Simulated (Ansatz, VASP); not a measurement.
# Two plane-wave programs on GaP

```xyz
4
Lattice="4.4550 0.0000 0.0000 -2.2275 3.8581 0.0000 0.0000 0.0000 5.7658" Properties=species:S:1:pos:R:3 pbc="T T T"
Ga    0.0000    2.5721    2.8829
Ga    2.2275    1.2860    2.8829
P     0.0000    0.0000    1.7452
P     0.0000    0.0000    4.0206
```

Alike in both runs: functional PBE; k mesh 6 × 6 × 4; occupations gaussian, width 0.1 eV; no spin polarisation.

Ansatz relaxed the structure, and its values are those at the end. VASP's run is a single point on that final structure, the one shown.

|  | VASP | Ansatz |
| --- | --- | --- |
| version | VASP 6.6.1 | Ansatz 0.2.0 |
| potentials or method | VASP PAW PBE potentials, release 64 (Ga_d, P), cutoff 520 eV | scalar-relativistic, plane waves, PAW |
| valence electrons in the cell | 36 | 36 |

Ansatz gave:

| Property | Result |
| --- | --- |
| gap on the k mesh at the Fermi level (eV) | none |
| pressure (GPa) | -0.1 |
| rms of the force components (eV/Å) | 0.014 |

Question: Estimate VASP's values.

Answer: gap on the k mesh at the Fermi level (eV): none; pressure (GPa): -0.1; rms of the force components (eV/Å): 0.033.

A gap of «none» marks a metal or a gap that the smearing closes.
